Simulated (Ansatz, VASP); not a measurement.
## One calculation of GaSb3, two programs

Contents of INCAR:

```
SYSTEM = GaSb3
PREC = Accurate
ENCUT = 600
EDIFF = 1E-6
ISMEAR = 0
SIGMA = 0.1
LREAL = .FALSE.
LASPH = .TRUE.
NELM = 60
ALGO = Normal
ISIF = 3
LWAVE = .FALSE.
LCHARG = .FALSE.
GGA = PE
IBRION = 2
NSW = 90
EDIFFG = -0.04
```

File KPOINTS:

```
Automatic mesh
0
G
  4 4 4
  0 0 0
```

File POSCAR:

```
GaSb3
1.0
    3.1437581100     -3.2138162800      0.0000000000
    3.1437581100      3.2138162800      0.0000000000
    0.0000000000      0.0000000000      6.6203402600
Ga Sb
1 3
Direct
    0.5000000000      0.5000000000      0.0000000000
    0.7301653000      0.2698347000      0.5000000000
    0.2698347000      0.7301653000      0.5000000000
    0.0000000000      0.0000000000      0.0000000000
```

Input for Ansatz:

```yaml
crystal:
  lattice:
    - [3.14375811, -3.21381628, 0.0]
    - [3.14375811, 3.21381628, 0.0]
    - [0.0, 0.0, 6.62034026]
  atoms:
    - { symbol: Ga, position: [0.5, 0.5, 0.0] }
    - { symbol: Sb, position: [0.7301653, 0.2698347, 0.5] }
    - { symbol: Sb, position: [0.2698347, 0.7301653, 0.5] }
    - { symbol: Sb, position: [0.0, 0.0, 0.0] }
basis:
  ecutwfc: 420
kpoints:
  mp_grid: { grid: [4, 4, 4] }
hamiltonian:
  xc: pbe
scf:
  occupations: { method: gaussian, width: 0.1 }
  lower_state_search: "off"
output:
  forces: true
  stress: true
  eigenvalues: true
relax:
  adjacent_minimum: "off"
  f_tol: 0.04
  max_steps: 70
  cell: { stress_tol: 0.4 }
```

Alike in both runs: task relaxation of cell and atoms; functional PBE; k mesh 4 × 4 × 4; occupations gaussian, width 0.1 eV; no spin polarisation.

|  | VASP | Ansatz |
| --- | --- | --- |
| version | VASP 6.6.1 | Ansatz 0.2.0 |
| potentials or method | VASP PAW PBE potentials, release 64 (Ga_d, Sb), cutoff 600 eV | scalar-relativistic, plane waves, PAW |
| valence electrons in the cell | 28 | 58 |

|  | VASP | Ansatz | Ansatz less VASP |
| --- | --- | --- | --- |
| gap on the k mesh at the Fermi level, each at its own relaxed structure (eV) | none | none | - |
| relaxed volume (Å³/atom) | 26.89 | 26.86 | -0.023 |
| relaxed length of the cell vector where the two differ most in proportion (Å) | 5.548 | 5.633 | +0.0853 |

A gap of «none» marks a metal or a gap that the smearing closes. VASP's potentials hold 28 valence electrons a cell and Ansatz's 58, so a difference there can come from the potentials and not from the codes.

Spin-orbit coupling is off throughout. Noted on VASP's run: the volume moved by over 15 % at a fixed basis, so the end points are rough.
